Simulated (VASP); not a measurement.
# Os (Fm-3m) in VASP: settings compared

Aim: see how the results for Os move with the level of theory and the settings. Levels: PBE+D3(BJ), PBE+U, BLYP, r2SCAN+U. Tasks: single point.

Program: VASP 6.6.1. These are calculated values, not measurements. Logs are shortened: lines on timing, memory, paths and dates and some standing lists are left out, and cuts for length are marked.

### Step 1. The cell of the first run

The structure is cubic, space group Fm-3m (No. 225). The conventional cell has a = 3.844 Å, b = 3.844 Å, c = 3.844 Å, α = 90.00°, β = 90.00°, γ = 90.00°. Os (site symmetry m-3m) has 12 Os at 2.72 Å within 3.6 Å.

This isn't the form of Os at room conditions, which is hcp.

### Step 2. Single point, PBE+D3(BJ)

INCAR

```
PREC = Accurate ; ENCUT = 560
EDIFF = 1E-6 ; ISMEAR = -5
SIGMA = 0.1 ; LREAL = False
LASPH = True ; NELM = 120
ALGO = Normal ; ISIF = 2
LWAVE = False ; LCHARG = False
GGA = PE ; IVDW = 12
NBANDS = 14 ; GGA_COMPAT = False
```

KPOINTS

```
Automatic mesh
0
Gamma
  6 6 6
```

POSCAR

```
Os
1.0
    0.0000000000      1.9220413878      1.9220413878
    1.9220413878      0.0000000000      1.9220413878
    1.9220413878      1.9220413878      0.0000000000
Os
1
Direct
    0.0000000000      0.0000000000      0.0000000000
```

Potentials or basis: VASP PAW PBE potentials, release 64 (Os_sv_GW).

Started as:

```console
cat potpaw_PBE.64/Os_sv_GW/POTCAR > POTCAR
mpirun -np 1 vasp_std > vasp.out
```

OUTCAR:

```text
PREC = Accurate
   ENCUT = 560
   EDIFF = 1E-6
   ISMEAR = -5
   LREAL = False
   LASPH = True
   NELM = 120
   ISIF = 2
   GGA = PE
   IVDW = 12
 IVDW          = 12

 ion  position               nearest neighbor table
   1  0.000  0.000  0.000-

  LATTYP: Found a face centered cubic cell.
 ALAT       =     3.8440827756

  Lattice vectors:

 A1 = (   0.0000000000,   1.9220413878,   1.9220413878)
 A2 = (   1.9220413878,   0.0000000000,   1.9220413878)
 A3 = (   1.9220413878,   1.9220413878,   0.0000000000)

Analysis of symmetry for initial positions (statically):
=====================================================================
 Subroutine PRICEL returns:
 Original cell was already a primitive cell.

 Routine SETGRP: Setting up the symmetry group for a
 face centered cubic supercell.

 Subroutine GETGRP returns: Found 48 space group operations
 (whereof 48 operations were pure point group operations)
 out of a pool of 48 trial point group operations.

The static configuration has the point symmetry O_h .

Analysis of symmetry for dynamics (positions and initial velocities):
=====================================================================
 Subroutine PRICEL returns:
 Original cell was already a primitive cell.

 Routine SETGRP: Setting up the symmetry group for a
 face centered cubic supercell.

 Subroutine GETGRP returns: Found 48 space group operations
 (whereof 48 operations were pure point group operations)
 out of a pool of 48 trial point group operations.

The dynamic configuration has the point symmetry O_h .

 Subroutine INISYM returns: Found 48 space group operations
 (whereof 48 operations are pure point group operations),
 and found     1 'primitive' translations

----------------------------------------------------------------------------------------

                                     Primitive cell

  volume of cell :      14.2010

  direct lattice vectors                    reciprocal lattice vectors
     0.000000000  1.922041388  1.922041388    -0.260140080  0.260140080  0.260140080
     1.922041388  0.000000000  1.922041388     0.260140080 -0.260140080  0.260140080
     1.922041388  1.922041388  0.000000000     0.260140080  0.260140080 -0.260140080

[... 77 lines left out ...]
   NSW    =      0    number of steps for IOM
   IBRION =     -1    ionic relax: 0-MD 1-quasi-New 2-CG
   NFREE  =      0    steps in history (QN), initial steepest desc. (CG)
   ISIF   =      2    stress and relaxation
   ISYM   =      2    0-nonsym 1-usesym 2-fastsym
   POTIM  = 0.5000    time-step for ionic-motion
   TEBEG  =    0.0;   TEEND  =   0.0 temperature during run
   PSTRESS=    0.0 pullay stress
   NELECT =      16.0000    total number of electrons
   NUPDOWN=      -1.0000    fix difference up-down
   EMIN   =  10.00;   EMAX   =-10.00  energy-range for DOS
   EFERMI =   0.00;   METHOD = LEGACY
   ISMEAR =    -5;   SIGMA  =   0.10  broadening in eV -4-tet -1-fermi 0-gaus
   EFERMI_NEDOS =   21; number of points for ismear=-14 and -15
   IALGO  =     38    algorithm
   IMIX   =      4    mixing-type and parameters
     AMIX     =   0.40;   BMIX     =  1.00
     AMIX_MAG =   1.60;   BMIX_MAG =  1.00
  volume/ion in A,a.u.               =      14.20        95.83
  Fermi-wavevector in a.u.,A,eV,Ry     =   1.703500  3.219148 39.482905  2.901912
  Thomas-Fermi vector in A             =   2.783075
   LORBIT       =      0    0 simple, 1 ext, 2 COOP (PROOUT), +10 PAW based schemes
   GGA     = PE    functional components
   LHFCALC =     F    Hartree Fock is set to
   AEXX    =    0.0000 exact exchange contribution
   IVDW    =    12    specifies the selected vdW correction
   LEPSILON=     F    determine dielectric tensor
   LRPA    =     F    only Hartree local field effects (RPA)
 non-spin polarized calculation
 Fermi weights with tetrahedron method with Bloechl corrections
  energy-cutoff  :      560.00
  volume of cell :       14.20
 maximum number of plane-waves:       444
 NGX is ok and might be reduce to    24
   NGX = 11   NGY = 11   NGZ = 11

 number of electron      16.0000000 magnetization

 Free energy of the ion-electron system (eV)
  ---------------------------------------------------
  ext. energy  EPLUGINS =         0.00000000
  ---------------------------------------------------
  free energy    TOTEN  =       -12.15236927 eV

  energy without entropy =      -12.15236927  energy(sigma->0) =      -12.15236927

 E-fermi :  13.4335     XC(G=0): -14.5190

 val. band max:       13.5170465180   @ k =  -0.3333   0.5000   0.1667
 cond. band min:      13.2274450441   @ k =   0.1667   0.0000   0.0000
 fundamental gap:     -0.2896014739
 Fermi energy:        13.4334552308

 k-point     1 :       0.0000    0.0000    0.0000
  band No.  band energies     occupation
      1     -73.2008      2.00000
      2     -32.0494      2.00000
      3     -32.0494      2.00000
      4     -32.0494      2.00000
      5       2.6951      2.00000
      6      10.4357      2.00000
      7      10.4357      2.00000
      8      10.4357      2.00000
      9      13.4352      1.99994
     10      13.4352      1.03192
     11      26.7338      0.00000
     12      32.4429      0.00000
     13      32.4429      0.00000
     14      32.4429      0.00000
[... 241 lines left out ...]
      1     -73.0774      2.00000
      2     -32.8707      2.00000
      3     -32.5768      2.00000
      4     -32.4348      2.00000
      5       7.1174      2.00000
      6       7.8316      2.00000
      7      11.1950      2.01708
      8      13.5170      1.04263
      9      16.4720      0.00000
     10      21.3210      0.00000
     11      22.9035      0.00000
     12      24.6818      0.00000
     13      27.8042      0.00000
     14      38.5184      0.00000

------------------------ aborting loop because EDIFF is reached ----------------------------------------

 Edisp (eV)   -0.64422

 E8    (eV) :    -0.3166

  FORCE on cell =-STRESS in cart. coord.  units (eV):
  Direction    XX          YY          ZZ          XY          YZ          ZX
  --------------------------------------------------------------------------------------
  -------------------------------------------------------------------------------------
  Total      -0.33535    -0.33535    -0.33535     0.00000    -0.00000    -0.00000
  in kB     -37.83483   -37.83483   -37.83483     0.00000    -0.00000    -0.00000
  external pressure =      -37.83 kB  Pullay stress =        0.00 kB

 VOLUME and BASIS-vectors are now :
 -----------------------------------------------------------------------------
  energy-cutoff  :      560.00
  volume of cell :       14.20
      direct lattice vectors                 reciprocal lattice vectors
     0.000000000  1.922041388  1.922041388    -0.260140080  0.260140080  0.260140080
     1.922041388  0.000000000  1.922041388     0.260140080 -0.260140080  0.260140080
     1.922041388  1.922041388  0.000000000     0.260140080  0.260140080 -0.260140080

 POSITION                                       TOTAL-FORCE (eV/Angst)
 -----------------------------------------------------------------------------------
      0.00000      0.00000      0.00000         0.000000      0.000000      0.000000
 -----------------------------------------------------------------------------------
    total drift:                                0.000000     -0.000000     -0.000000

  FREE ENERGIE OF THE ION-ELECTRON SYSTEM (eV)
  ---------------------------------------------------
  free  energy   TOTEN  =       -12.7965925815 eV

  energy  without entropy=      -12.7965925815  energy(sigma->0) =      -12.79659258
```

Wall time 7.3 s (1 thread of AMD EPYC 7R13 (Zen 3), shared host); peak memory 0.12 GiB.

What came out:

```yaml
Free_energy: -12.7966 eV
Pressure: -3.8 GPa
Band_gap_on_the_k_mesh: zero (bands 8 and 9 overlap by 3.76 eV)
Dispersion_energy_per_atom: -0.644 eV
```

Caveat: the k points lie up to 0.47 Å⁻¹ apart, too coarse for converged energies and pressures of a metal; three body term missing; spin-orbit coupling is left out, which moves the levels of the heavy elements; tetrahedron occupations give inexact forces and stress in metals.

### Step 3. Single point, PBE+U

INCAR

```
PREC = Accurate
ENCUT = 560
EDIFF = 1E-6
ISMEAR = 0
SIGMA = 0.1
LREAL = F
LASPH = T
NELM = 200
ALGO = Normal
ISIF = 2
LWAVE = F
LCHARG = T
LMAXMIX = 4
LDAU = T
LDAUTYPE = 1
LDAUL = 2
LDAUU = 7.5
LDAUJ = 0.69
LDAUPRINT = 1
GGA = PE
LELF = T
LVHAR = T
NBANDS = 14
GGA_COMPAT = F
```

KPOINTS

```
Automatic mesh
0
Gamma
  4 4 4
```

POSCAR is that of step 2.

Potentials or basis: VASP PAW PBE potentials, release 64 (Os_sv_GW).

Started as:

```console
cat potpaw_PBE.64/Os_sv_GW/POTCAR > POTCAR
mpirun -np 1 vasp_std > vasp.out
```

Wall time 4.4 s (1 thread of AMD EPYC 7R13 (Zen 3), shared host); peak memory 0.11 GiB.

It converged, with:

| Item | Value |
| --- | --- |
| Free energy | -3.7575 eV |
| Pressure | -1.3 GPa |
| Band gap on the k mesh | zero (bands 8 and 9 overlap by 3.12 eV) |

Levels at points of the mesh, in eV from the Fermi level:
```csv
k point,band 4,band 5,band 6,band 7,band 8,band 9,band 10,band 11,band 12,band 13
"(0.00, 0.00, 0.00)",-44.98,-10.42,-2.72,-2.72,-2.72,0.13,0.13,13.63,19.30,19.30
"(0.50, 0.00, 0.00)",-45.13,-7.35,-2.96,-2.96,0.04,2.60,2.60,9.11,13.30,19.69
"(0.50, 0.50, 0.00)",-45.36,-7.35,-6.54,2.46,2.58,3.34,3.34,12.17,12.17,12.30
```

Eigenvalues of the final occupation matrices:
| site | spin | trace | eigenvalues |
| --- | --- | --- | --- |
| site 1 d | 1 | 2.66 | 0.52 0.52 0.52 0.54 0.54 |
| site 1 d | 2 | 2.66 | 0.52 0.52 0.52 0.54 0.54 |

Caveat: the k points lie up to 0.71 Å⁻¹ apart, too coarse for converged energies and pressures of a metal; spin-orbit coupling is left out, which moves the levels of the heavy elements; U without spin polarisation on a metal has little footing; the U is typed as a test and isn't derived for this compound.

### Step 4. Single point, BLYP

INCAR

```
SYSTEM = Os
PREC = Accurate
ENCUT = 560
EDIFF = 1E-6
ISMEAR = -1
SIGMA = 0.27211386245988
LREAL = .False.
LASPH = .True.
NELM = 120
ALGO = Normal
ISIF = 2
LWAVE = .False.
LCHARG = .True.
GGA = B5
ALDAX = 1.0
AGGAX = 1.0
AGGAC = 1.0
ALDAC = 0.0
LELF = .True.
LVHAR = .True.
ISYM = 0
NBANDS = 14
GGA_COMPAT = .False.
```

KPOINTS

```
regular mesh
0
Gamma
  4 4 4
  0 0 0
```

POSCAR is that of step 3.

Started as:

```console
cat potpaw_PBE.64/Os_sv_GW/POTCAR > POTCAR
mpirun -np 1 vasp_std > vasp.out
```

It took 17 s on 1 thread of Intel Xeon Platinum 8259CL at 2.50GHz (Skylake/Cascade Lake), shared host; peak memory 0.14 GiB.

It converged, with:

- Free energy: -10.7916 eV
- Pressure: 21.6 GPa
- Band gap on the k mesh: zero (bands 8 and 9 overlap by 3.34 eV)

Levels at points of the mesh, in eV from the Fermi level:
| k point | band 5 | band 6 | band 7 | band 8 | band 9 | band 10 | band 11 | band 12 |
| --- | --- | --- | --- | --- | --- | --- | --- | --- |
| (0.00, 0.00, 0.00) | -10.24 | -2.68 | -2.68 | -2.68 | 0.29 | 0.29 | 13.89 | 19.45 |
| (0.50, 0.00, 0.00) | -7.23 | -2.83 | -2.83 | 0.37 | 2.68 | 2.68 | 9.14 | 13.59 |
| (0.00, 0.50, 0.00) | -7.23 | -2.83 | -2.83 | 0.37 | 2.68 | 2.68 | 9.14 | 13.59 |
| (0.00, 0.00, 0.50) | -7.23 | -2.83 | -2.83 | 0.37 | 2.68 | 2.68 | 9.14 | 13.59 |
| (0.50, 0.50, 0.50) | -7.23 | -2.83 | -2.83 | 0.37 | 2.68 | 2.68 | 9.14 | 13.59 |
| (0.50, 0.50, 0.00) | -7.12 | -6.44 | 2.63 | 2.86 | 3.37 | 3.37 | 12.34 | 12.34 |
| (0.00, 0.50, 0.50) | -7.12 | -6.44 | 2.63 | 2.86 | 3.37 | 3.37 | 12.34 | 12.34 |
| (0.50, 0.00, 0.50) | -7.12 | -6.44 | 2.63 | 2.86 | 3.37 | 3.37 | 12.34 | 12.34 |

Caveat: the k points lie up to 0.71 Å⁻¹ apart, too coarse for converged energies and pressures of a metal; so wide a smearing shifts energies and pressures; the PAW data sets were made with another functional, which shifts forces and pressure a little; spin-orbit coupling is left out, which moves the levels of the heavy elements.

### Step 5. Single point, r2SCAN+U

POSCAR is that of step 4.

INCAR.step1

```
ALGO     = Normal         # electronic algorithm
EDIFF    = 1E-5           # SCF threshold, eV
ENCUT    = 620            # plane-wave cutoff, eV
GGA      = PE             # functional
GGA_COMPAT= F            
ISMEAR   = 0              # smearing method
LASPH    = T              # aspherical terms in the spheres
LCHARG   = F              # write CHGCAR
LDAU     = T              # DFT+U
LDAUJ    = 0            
LDAUL    = 2              # shell
LDAUTYPE = 2            
LDAUU    = 4.2            # U, eV
LMAXMIX  = 4              # l up to which the mixer works
LREAL    = F              # projectors in reciprocal space
LWAVE    = T              # write WAVECAR
NBANDS   = 14             # bands
NELM     = 200            # most SCF steps
PREC     = Accurate       # precision mode
SIGMA    = 0.12           # smearing width, eV
```

INCAR.step2

```
ALGO     = Normal         # electronic algorithm
EDIFF    = 1E-6           # SCF threshold, eV
ENCUT    = 620            # plane-wave cutoff, eV
GGA_COMPAT= F            
ISIF     = 2              # what is computed and relaxed
ISMEAR   = 0              # smearing method
ISTART   = 1            
LASPH    = T              # aspherical terms in the spheres
LCHARG   = T              # write CHGCAR
LDAU     = T              # DFT+U
LDAUJ    = 0            
LDAUL    = 2              # shell
LDAUPRINT= 1            
LDAUTYPE = 2            
LDAUU    = 4.2            # U, eV
LELF     = T              # ELF
LMAXMIX  = 4              # l up to which the mixer works
LMIXTAU  = T            
LREAL    = F              # projectors in reciprocal space
LVHAR    = T            
LWAVE    = F              # write WAVECAR
METAGGA  = R2SCAN         # meta-GGA
NBANDS   = 14             # bands
NELM     = 200            # most SCF steps
PREC     = Accurate       # precision mode
SIGMA    = 0.12           # smearing width, eV
```

KPOINTS

```
k-points
0
Gamma
  3 3 3
```

Started as:

```console
cat potpaw_PBE.64/Os_sv_GW/POTCAR > POTCAR
cp INCAR.step1 INCAR
mpirun -np 1 vasp_std > vasp.out
cp INCAR.step2 INCAR
mpirun -np 1 vasp_std > vasp.out
```

Wall time 15 s (1 thread of Intel Xeon 6975P-C (Granite Rapids), shared host); peak memory 0.14 GiB.

The run converged. Its results:

```
Free energy            : -47.6209 eV
Pressure               : 23.1 GPa
Band gap on the k mesh : zero (bands 8 and 9 overlap by 1.59 eV)
```

Levels at points of the mesh, in eV from the Fermi level:
| k point | band 6 | band 7 | band 8 | band 9 | band 10 | band 11 |
| --- | --- | --- | --- | --- | --- | --- |
| (0.00, 0.00, 0.00) | -3.73 | -3.73 | -3.73 | -1.48 | -1.48 | 12.90 |

Eigenvalues of the final occupation matrices:
| site | spin | trace | eigenvalues |
| --- | --- | --- | --- |
| site 1 d | 1 | 2.58 | 0.44 0.44 0.44 0.63 0.63 |
| site 1 d | 2 | 2.58 | 0.44 0.44 0.44 0.63 0.63 |

Caveat: the k points lie up to 0.94 Å⁻¹ apart, too coarse for converged energies and pressures of a metal; the PAW data sets were made with another functional, which shifts forces and pressure a little; spin-orbit coupling is left out, which moves the levels of the heavy elements; U without spin polarisation on a metal has little footing; the U is typed as a test and isn't derived for this compound.

### Step 6. Overview

```csv
level,U,k mesh,cutoff (eV),smearing,LDAUTYPE,hund's J,gap on the mesh (eV),pressure (GPa)
PBE+D3(BJ),-,6 × 6 × 6,560,tetrahedron,-,-,none,-3.8
PBE+U,"Os d U = 7.5 eV, J = 0.69 eV",4 × 4 × 4,560,gaussian 0.1 eV,1,0.69,none,-1.3
BLYP,-,4 × 4 × 4,560,fermi-dirac 0.272114 eV,-,-,none,21.6
r2SCAN+U,Os d U = 4.2 eV,3 × 3 × 3,620,gaussian 0.12 eV,-,-,none,23.1
```

Alike in all rows: task single point; potentials or basis VASP PAW PBE potentials, release 64 (Os_sv_GW); no spin polarisation; cell as given.

Caveats: all runs use coarse meshes; spin-orbit coupling is left out, which moves the levels of the heavy elements; U without spin polarisation on a metal has little footing (at least some runs); the U is typed as a test and isn't derived for this compound (at least some runs); the PAW data sets were made with another functional, which shifts forces and pressure a little (at least some runs); three body term missing (at least some runs); tetrahedron occupations give inexact forces and stress in metals (at least some runs); so wide a smearing shifts energies and pressures (at least some runs).

Total energies depend on the potentials used, so only differences within one code and one set of settings carry meaning.

The gap in the log of VASP goes by the Fermi energy; the results here count the filled bands.